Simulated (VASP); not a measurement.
# Ge in VASP: a series of runs

Ge is run at these levels: LDA; tasks: single point.

Program: VASP 6.6.1. These are calculated values, not measurements. Logs are shortened: lines on timing, memory, paths and dates and some standing lists are left out, and cuts for length are marked.

### 1 The cell of the first run

The cell holds a slab with vacuum, 2 atoms: a = 3.768 Å, b = 3.768 Å, c = 28.000 Å, α = 90.00°, β = 90.00°, γ = 120.00°.

### 2 Single point, LDA

The input, INCAR:

```
SYSTEM = Ge
  PREC = Accurate
  ENCUT = 520
  EDIFF = 1E-6
  ISMEAR = 0
  SIGMA = 0.1
  LREAL = .False.
  LASPH = .True.
  NELM = 80
  ALGO = Normal
  ISIF = 2
  LWAVE = .False.
  LCHARG = .False.
  LDIPOL = .True.
  IDIPOL = 3
  DIPOL = 0.5 0.5 0.500
  NBANDS = 21
```

The input, KPOINTS:

```
regular mesh
0
Gamma
  12 12 1
  0 0 0
```

The input, POSCAR:

```
Ge
1.0
    3.7680000000      0.0000000000      0.0000000000
   -1.8840000000      3.2631837215      0.0000000000
    0.0000000000      0.0000000000     28.0000000000
Ge
2
Direct
    0.3333333333      0.6666666667      0.5051071429
    0.6666666667      0.3333333333      0.4948928571
```

Potentials or basis: VASP PAW LDA potentials, release 64 (Ge_d).

The run is started by

```
cat potpaw_LDA.64/Ge_d/POTCAR > POTCAR
mpirun -np 1 vasp_std > vasp.out
```

OUTCAR:

```text
SYSTEM = Ge
   PREC = Accurate
   ENCUT = 520
   EDIFF = 1E-6
   ISMEAR = 0
   LREAL = .False.
   LASPH = .True.
   NELM = 80
   ISIF = 2

 ion  position               nearest neighbor table
   1  0.333  0.667  0.505-   2 2.19   2 2.19   2 2.19
   2  0.667  0.333  0.495-   1 2.19   1 2.19   1 2.19

  LATTYP: Found a hexagonal cell.
 ALAT       =     3.7680000000
 C/A-ratio  =     7.4309978769

  Lattice vectors:

 A1 = (   3.7680000000,   0.0000000000,   0.0000000000)
 A2 = (  -1.8840000000,   3.2631837215,   0.0000000000)
 A3 = (   0.0000000000,   0.0000000000,  28.0000000000)

Analysis of symmetry for initial positions (statically):
=====================================================================
 Subroutine PRICEL returns:
 Original cell was already a primitive cell.

 Routine SETGRP: Setting up the symmetry group for a
 hexagonal supercell.

 Subroutine GETGRP returns: Found 12 space group operations
 (whereof 12 operations were pure point group operations)
 out of a pool of 24 trial point group operations.

The static configuration has the point symmetry D_3d.

Analysis of symmetry for dynamics (positions and initial velocities):
=====================================================================
 Subroutine PRICEL returns:
 Original cell was already a primitive cell.

 Routine SETGRP: Setting up the symmetry group for a
 hexagonal supercell.

 Subroutine GETGRP returns: Found 12 space group operations
 (whereof 12 operations were pure point group operations)
 out of a pool of 24 trial point group operations.

The dynamic configuration has the point symmetry D_3d.

 Subroutine INISYM returns: Found 12 space group operations
 (whereof 12 operations are pure point group operations),
 and found     1 'primitive' translations

----------------------------------------------------------------------------------------

                                     Primitive cell

  volume of cell :     344.2789

  direct lattice vectors                    reciprocal lattice vectors
     3.768000000  0.000000000  0.000000000     0.265392781  0.153224594  0.000000000
    -1.884000000  3.263183721  0.000000000     0.000000000  0.306449187  0.000000000
     0.000000000  0.000000000 28.000000000     0.000000000  0.000000000  0.035714286

  length of vectors
     3.768000000  3.768000000 28.000000000     0.306449187  0.306449187  0.035714286

  position of ions in fractional coordinates (direct lattice)
     0.333333333  0.666666667  0.505107143
     0.666666667  0.333333333  0.494892857

  ion indices of the primitive-cell ions
   primitive index   ion index
                 1           1
                 2           2

----------------------------------------------------------------------------------------

 KPOINTS: regular mesh

Automatic generation of k-mesh.
 Grid dimensions read from file:
 generate k-points for:   12   12    1

 Generating k-lattice:

  Cartesian coordinates                     Fractional coordinates (reciprocal lattice)
     0.022116065  0.012768716  0.000000000     0.083333333  0.000000000  0.000000000
     0.000000000  0.025537432  0.000000000     0.000000000  0.083333333  0.000000000
     0.000000000  0.000000000  0.035714286     0.000000000  0.000000000  1.000000000

  Length of vectors
     0.025537432  0.025537432  0.035714286

  Shift w.r.t. Gamma in fractional coordinates (k-lattice)
     0.000000000  0.000000000  0.000000000

 Subroutine IBZKPT returns following result:
 ===========================================

 Found     19 irreducible k-points:

 Following reciprocal coordinates:
            Coordinates               Weight
  0.000000  0.000000  0.000000      1.000000
  0.083333  0.000000  0.000000      6.000000
  0.166667  0.000000  0.000000      6.000000
  0.250000  0.000000  0.000000      6.000000
  0.333333  0.000000  0.000000      6.000000
  0.416667  0.000000  0.000000      6.000000
[... 11 lines left out ...]
  0.333333  0.250000  0.000000     12.000000
  0.333333  0.333333  0.000000      2.000000
   k-points           NKPTS =     19   k-points in BZ     NKDIM =     19   number of bands    NBANDS=     21
   number of dos      NEDOS =    301   number of ions     NIONS =      2
   total plane-waves  NPLWV = 164640
   dimension x,y,z NGX =    28 NGY =   28 NGZ =  210
   dimension x,y,z NGXF=    56 NGYF=   56 NGZF=  420
   ions per type =               2
   NGX,Y,Z   is equivalent  to a cutoff of  12.35, 12.35, 12.47 a.u.
   NGXF,Y,Z  is equivalent  to a cutoff of  24.71, 24.71, 24.94 a.u.
 SYSTEM =  Ge
   PREC   = accura    normal or accurate (medium, high low for compatibility)
   ISTART =      0    job   : 0-new  1-cont  2-samecut
   ICHARG =      2    charge: 1-file 2-atom 10-const
   ISPIN  =      1    spin polarized calculation?
   LNONCOLLINEAR =      F non collinear calculations
   LSORBIT =      F    spin-orbit coupling
   LASPH  =      T    aspherical Exc in radial PAW
   ENCUT  =  520.0 eV  38.22 Ry    6.18 a.u.   7.01  7.01 52.06*2*pi/ulx,y,z
   NELM   =     80;   NELMIN=  2; NELMDL= -5     # of ELM steps
   EDIFF  = 0.1E-05   stopping-criterion for ELM
   LREAL  =      F    real-space projection
   EDIFFG = 0.1E-04   stopping-criterion for IOM
   NSW    =      0    number of steps for IOM
   IBRION =     -1    ionic relax: 0-MD 1-quasi-New 2-CG
   NFREE  =      0    steps in history (QN), initial steepest desc. (CG)
   ISIF   =      2    stress and relaxation
   ISYM   =      2    0-nonsym 1-usesym 2-fastsym
   POTIM  = 0.5000    time-step for ionic-motion
   TEBEG  =    0.0;   TEEND  =   0.0 temperature during run
   PSTRESS=    0.0 pullay stress
   NELECT =      28.0000    total number of electrons
   NUPDOWN=      -1.0000    fix difference up-down
   EMIN   =  10.00;   EMAX   =-10.00  energy-range for DOS
   EFERMI =   0.00;   METHOD = LEGACY
   ISMEAR =     0;   SIGMA  =   0.10  broadening in eV -4-tet -1-fermi 0-gaus
   EFERMI_NEDOS =   21; number of points for ismear=-14 and -15
   IALGO  =     38    algorithm
   IMIX   =      4    mixing-type and parameters
     AMIX     =   0.40;   BMIX     =  1.00
     AMIX_MAG =   1.60;   BMIX_MAG =  1.00
  volume/ion in A,a.u.               =     172.14      1161.65
  Fermi-wavevector in a.u.,A,eV,Ry     =   0.709290  1.340364  6.844992  0.503093
  Thomas-Fermi vector in A             =   1.795833
   LORBIT       =      0    0 simple, 1 ext, 2 COOP (PROOUT), +10 PAW based schemes
   GGA     = CA    functional components
   LHFCALC =     F    Hartree Fock is set to
   AEXX    =    0.0000 exact exchange contribution
   IVDW    =     0    specifies the selected vdW correction
   LEPSILON=     F    determine dielectric tensor
   LRPA    =     F    only Hartree local field effects (RPA)
 non-spin polarized calculation
 Gauss-broadening in eV      SIGMA  =   0.10
  energy-cutoff  :      520.00
  volume of cell :      344.28
 maximum number of plane-waves:      9315
 NGX is ok and might be reduce to    28
   NGX = 13   NGY = 13   NGZ =105

 number of electron      27.9999993 magnetization

 dipolmoment           0.000000      0.000000     -0.000000 electrons x Angstroem

 Free energy of the ion-electron system (eV)
  ---------------------------------------------------
  ext. energy  EPLUGINS =         0.00000000
  ---------------------------------------------------
  free energy    TOTEN  =        -8.71242900 eV

  energy without entropy =       -8.71086181  energy(sigma->0) =       -8.71164541

 E-fermi :  -3.3352     XC(G=0):  -1.7600

 val. band max:       -3.3351958909   @ k =   0.3333   0.3333   0.0000
 cond. band min:      -3.3351958872   @ k =   0.3333   0.3333   0.0000
 fundamental gap:      0.0000000038
 Fermi energy:        -3.3351958892

 k-point     1 :       0.0000    0.0000    0.0000
  band No.  band energies     occupation
      1     -28.6160      2.00000
      2     -28.6059      2.00000
      3     -28.6059      2.00000
      4     -28.5342      2.00000
      5     -28.5342      2.00000
      6     -28.2647      2.00000
[... 13 lines left out ...]
     20       1.2054      0.00000
     21       1.6116      0.00000

 k-point     2 :       0.0833    0.0000    0.0000
  band No.  band energies     occupation
      1     -28.6269      2.00000
      2     -28.6268      2.00000
      3     -28.6163      2.00000
      4     -28.5241      2.00000
      5     -28.5206      2.00000
      6     -28.2682      2.00000
[... 13 lines left out ...]
     20       1.3025      0.00000
     21       1.7087      0.00000

 k-point     3 :       0.1667    0.0000    0.0000
  band No.  band energies     occupation
      1     -28.6664      2.00000
      2     -28.6657      2.00000
      3     -28.6199      2.00000
      4     -28.5137      2.00000
      5     -28.4952      2.00000
      6     -28.2855      2.00000
[... 13 lines left out ...]
     20       1.9412      0.00000
     21       1.9423      0.00000

 k-point     4 :       0.2500    0.0000    0.0000
  band No.  band energies     occupation
      1     -28.7068      2.00000
      2     -28.7053      2.00000
      3     -28.6229      2.00000
      4     -28.5124      2.00000
      5     -28.4676      2.00000
      6     -28.3101      2.00000
[... 13 lines left out ...]
     20       2.4848      0.00000
     21       2.7035      0.00000

 k-point     5 :       0.3333    0.0000    0.0000
  band No.  band energies     occupation
      1     -28.7411      2.00000
      2     -28.7365      2.00000
      3     -28.6247      2.00000
      4     -28.5162      2.00000
      5     -28.4399      2.00000
      6     -28.3359      2.00000
[... 13 lines left out ...]
     20       3.1560      0.00000
     21       3.3766      0.00000

 k-point     6 :       0.4167    0.0000    0.0000
  band No.  band energies     occupation
      1     -28.7636      2.00000
      2     -28.7563      2.00000
      3     -28.6254      2.00000
      4     -28.5205      2.00000
      5     -28.4138      2.00000
      6     -28.3607      2.00000
[... 13 lines left out ...]
     20       3.9460      0.00000
     21       4.1603      0.00000

 k-point     7 :       0.5000    0.0000    0.0000
  band No.  band energies     occupation
      1     -28.7713      2.00000
      2     -28.7631      2.00000
      3     -28.6255      2.00000
      4     -28.5222      2.00000
      5     -28.3954      2.00000
      6     -28.3786      2.00000
[... 13 lines left out ...]
     20       4.3908      0.00000
     21       4.7368      0.00000
[... 171 lines left out ...]
      1     -28.8249      2.00000
      2     -28.6939      2.00000
      3     -28.6303      2.00000
      4     -28.5233      2.00000
      5     -28.4093      2.00000
      6     -28.3586      2.00000
[... 13 lines left out ...]
     20       3.9172      0.00000
     21       3.9549      0.00000

 k-point    16 :       0.4167    0.1667    0.0000
  band No.  band energies     occupation
      1     -28.8342      2.00000
      2     -28.6954      2.00000
      3     -28.6306      2.00000
      4     -28.5257      2.00000
      5     -28.3930      2.00000
      6     -28.3744      2.00000
[... 13 lines left out ...]
     20       4.6828      0.00000
     21       4.9497      0.00000

 k-point    17 :       0.2500    0.2500    0.0000
  band No.  band energies     occupation
      1     -28.8330      2.00000
      2     -28.6787      2.00000
      3     -28.6336      2.00000
      4     -28.5236      2.00000
      5     -28.4128      2.00000
      6     -28.3526      2.00000
[... 13 lines left out ...]
     20       3.6928      0.00000
     21       3.8570      0.00000

 k-point    18 :       0.3333    0.2500    0.0000
  band No.  band energies     occupation
      1     -28.8517      2.00000
      2     -28.6702      2.00000
      3     -28.6377      2.00000
      4     -28.5282      2.00000
      5     -28.3937      2.00000
      6     -28.3696      2.00000
[... 13 lines left out ...]
     20       4.5802      0.00000
     21       4.6690      0.00000

 k-point    19 :       0.3333    0.3333    0.0000
  band No.  band energies     occupation
      1     -28.8610      2.00000
      2     -28.6507      2.00000
      3     -28.6507      2.00000
      4     -28.5304      2.00000
      5     -28.3807      2.00000
      6     -28.3807      2.00000
[... 13 lines left out ...]
     20       4.2842      0.00000
     21       4.2842      0.00000

------------------------ aborting loop because EDIFF is reached ----------------------------------------

 vacuum level on the upper side and lower side of the slab       (xc-potential included)        -0.007        -0.007

  FORCE on cell =-STRESS in cart. coord.  units (eV):
  Direction    XX          YY          ZZ          XY          YZ          ZX
  --------------------------------------------------------------------------------------
  -------------------------------------------------------------------------------------
  Total        5.8562832      5.8562832      0.2034364      0.0000000      0.0000000     -0.0000000
  in kB       27.2534947     27.2534947      0.9467356      0.0000000      0.0000000     -0.0000000
  external PRESSURE =      18.4845750 kB  Pullay stress =       0.0000000 kB

 VOLUME and BASIS-vectors are now :
 -----------------------------------------------------------------------------
  energy-cutoff  :      520.00
  volume of cell :      344.28
      direct lattice vectors                 reciprocal lattice vectors
     3.768000000  0.000000000  0.000000000     0.265392781  0.153224594  0.000000000
    -1.884000000  3.263183721  0.000000000     0.000000000  0.306449187  0.000000000
     0.000000000  0.000000000 28.000000000     0.000000000  0.000000000  0.035714286

 POSITION                                       TOTAL-FORCE (eV/Angst)
 -----------------------------------------------------------------------------------
     -0.00000      2.17546     14.14300         0.000000      0.000000      0.772419
      1.88400      1.08773     13.85700        -0.000000     -0.000000     -0.772419
 -----------------------------------------------------------------------------------
    total drift:                                0.000000      0.000000     -0.000000

  FREE ENERGIE OF THE ION-ELECTRON SYSTEM (eV)
  ---------------------------------------------------
  free  energy   TOTEN  =        -8.7124290029 eV

  energy  without entropy=       -8.7108618097  energy(sigma->0) =       -8.71164541

 vacuum level on the upper side and lower side of the slab         1.203         1.203
```

It took 3.1 min on 1 thread of AMD EPYC 7R43 (Zen 3), shared host; peak memory 0.33 GiB.

What came out:

```
Free energy            : -8.7124 eV
Largest force          : 0.772 eV/Å
Band gap on the k mesh : zero (filled and empty bands touch)
```

Forces on the atoms (eV/Å):
```
Ge   0.000  0.000  0.772
Ge   0.000  0.000 -0.772
```

Levels at points of the mesh, in eV from the Fermi level:
| k point | band 10 | band 11 | band 12 | band 13 | band 14 | band 15 | band 16 | band 17 | band 18 | band 19 |
| --- | --- | --- | --- | --- | --- | --- | --- | --- | --- | --- |
| (0.00, 0.00, 0.00) | -24.88 | -13.10 | -3.73 | -1.16 | -1.16 | 1.09 | 2.77 | 3.87 | 3.87 | 4.27 |
| (0.50, 0.00, 0.00) | -24.73 | -10.58 | -8.67 | -3.14 | -1.22 | 0.81 | 1.13 | 6.06 | 6.55 | 7.31 |

### 3 Single point, LDA

The input, INCAR:

```
ALGO = Normal
DIPOL = 0.5 0.5 0.500
EDIFF = 1E-7
ENCUT = 520
IDIPOL = 3
ISIF = 2
ISMEAR = 0
LASPH = True
LCHARG = False
LDIPOL = True
LREAL = False
LWAVE = False
NBANDS = 21
NELM = 80
PREC = Accurate
SIGMA = 0.1
```

The input, KPOINTS:

```
k-points
0
Gamma
  12 12 1
```

The input, POSCAR:

```
Ge
1.0
    3.7680000000      0.0000000000      0.0000000000
   -1.8840000000      3.2631837215      0.0000000000
    0.0000000000      0.0000000000     28.0000000000
Ge
2
Direct
    0.3333333333      0.6666666667      0.5101964286
    0.6666666667      0.3333333333      0.4898035714
```

Potentials or basis: VASP PAW LDA potentials, release 64 (Ge_d).

The run is started by

```
cat potpaw_LDA.64/Ge_d/POTCAR > POTCAR
mpirun -np 1 vasp_std > vasp.out
```

OUTCAR:

```text
EDIFF = 1E-7
   ENCUT = 520
   ISIF = 2
   ISMEAR = 0
   LASPH = True
   LREAL = False
   NELM = 80
   PREC = Accurate

 ion  position               nearest neighbor table
   1  0.333  0.667  0.510-   2 2.25   2 2.25   2 2.25
   2  0.667  0.333  0.490-   1 2.25   1 2.25   1 2.25

  LATTYP: Found a hexagonal cell.
 ALAT       =     3.7680000000
 C/A-ratio  =     7.4309978769

  Lattice vectors:

 A1 = (   3.7680000000,   0.0000000000,   0.0000000000)
 A2 = (  -1.8840000000,   3.2631837215,   0.0000000000)
 A3 = (   0.0000000000,   0.0000000000,  28.0000000000)
[... 638 lines left out ...]

  FORCE on cell =-STRESS in cart. coord.  units (eV):
  Direction    XX          YY          ZZ          XY          YZ          ZX
  --------------------------------------------------------------------------------------
  -------------------------------------------------------------------------------------
  Total        4.3551906      4.3551906      0.3509617      0.0000000      0.0000000      0.0000000
  in kB       20.2678318     20.2678318      1.6332771      0.0000000      0.0000000      0.0000000
  external PRESSURE =      14.0563136 kB  Pullay stress =       0.0000000 kB

 VOLUME and BASIS-vectors are now :
 -----------------------------------------------------------------------------
  energy-cutoff  :      520.00
  volume of cell :      344.28
      direct lattice vectors                 reciprocal lattice vectors
     3.768000000  0.000000000  0.000000000     0.265392781  0.153224594  0.000000000
    -1.884000000  3.263183721  0.000000000     0.000000000  0.306449187  0.000000000
     0.000000000  0.000000000 28.000000000     0.000000000  0.000000000  0.035714286

 POSITION                                       TOTAL-FORCE (eV/Angst)
 -----------------------------------------------------------------------------------
     -0.00000      2.17546     14.28550         0.000000      0.000000      0.637028
      1.88400      1.08773     13.71450        -0.000000     -0.000000     -0.637028
 -----------------------------------------------------------------------------------
    total drift:                                0.000000      0.000000     -0.000000

  FREE ENERGIE OF THE ION-ELECTRON SYSTEM (eV)
  ---------------------------------------------------
  free  energy   TOTEN  =        -8.9406698079 eV

  energy  without entropy=       -8.9391026146  energy(sigma->0) =       -8.93988621

 vacuum level on the upper side and lower side of the slab         1.178         1.178
```

stdout:

```text
POSCAR found type information on POSCAR Ge
 POSCAR found :  1 types and       2 ions
 scaLAPACK will be used
 LDA part: xc-table for (Slater(with rela. corr.)+CA(PZ))
 , standard interpolation
 POSCAR, INCAR and KPOINTS ok, starting setup
 FFT: planning ... GRIDC
 FFT: planning ... GRID_SOFT
 FFT: planning ... GRID
 WAVECAR not read
 entering main loop
```

Wall time 3.5 min (1 thread of AMD EPYC 7R43 (Zen 3), shared host); peak memory 0.32 GiB.

Results:

| Property | Result |
| --- | --- |
| Free energy | -8.9407 eV |
| Largest force | 0.637 eV/Å |
| Band gap on the k mesh | zero (filled and empty bands touch) |

Forces in eV/Å, atoms in the order of the input:
```
Ge   0.000  0.000  0.637
Ge   0.000  0.000 -0.637
```

### 4 Single point, LDA

The input, INCAR:

```
SYSTEM = Ge
PREC = Accurate ; ENCUT = 520
EDIFF = 1E-7 ; ISMEAR = 0
SIGMA = 0.1 ; LREAL = .FALSE.
LASPH = .TRUE. ; NELM = 100
ALGO = Normal ; ISIF = 2
LWAVE = .FALSE. ; LCHARG = .FALSE.
LDIPOL = .TRUE. ; IDIPOL = 3
DIPOL = 0.5 0.5 0.500 ; NBANDS = 21
```

The input, KPOINTS:

```
regular mesh
0
G
  12 12 1
  0 0 0
```

The input, POSCAR:

```
Ge
1.0
    3.7680000000      0.0000000000      0.0000000000
   -1.8840000000      3.2631837215      0.0000000000
    0.0000000000      0.0000000000     28.0000000000
Ge
2
Direct
    0.3333333333      0.6666666667      0.5153035714
    0.6666666667      0.3333333333      0.4846964286
```

The run is started by

```
cat potpaw_LDA.64/Ge_d/POTCAR > POTCAR
mpirun -np 1 vasp_std > vasp.out
```

Wall time 3.7 min (1 thread of AMD EPYC 7R43 (Zen 3), shared host); peak memory 0.32 GiB.

The run converged. Its results:

```
Free energy            : -8.9816 eV
Largest force          : 0.457 eV/Å
Band gap on the k mesh : zero (band 14 reaches -3.02 eV, above the bottom of band 15 at -3.57 eV)
```

Forces in eV/Å, atoms in the order of the input:
```
Ge   0.000  0.000 -0.457
Ge   0.000  0.000  0.457
```

Levels at points of the mesh, in eV from the Fermi level:
```tsv
k point	band 11	band 12	band 13	band 14	band 15	band 16	band 17	band 18
(0.00, 0.00, 0.00)	-12.09	-4.31	0.14	0.14	1.41	2.17	4.06	4.30
(0.50, 0.00, 0.00)	-9.59	-7.66	-1.79	-1.69	0.17	2.14	4.96	6.20
```

[end of part 1 of 2]
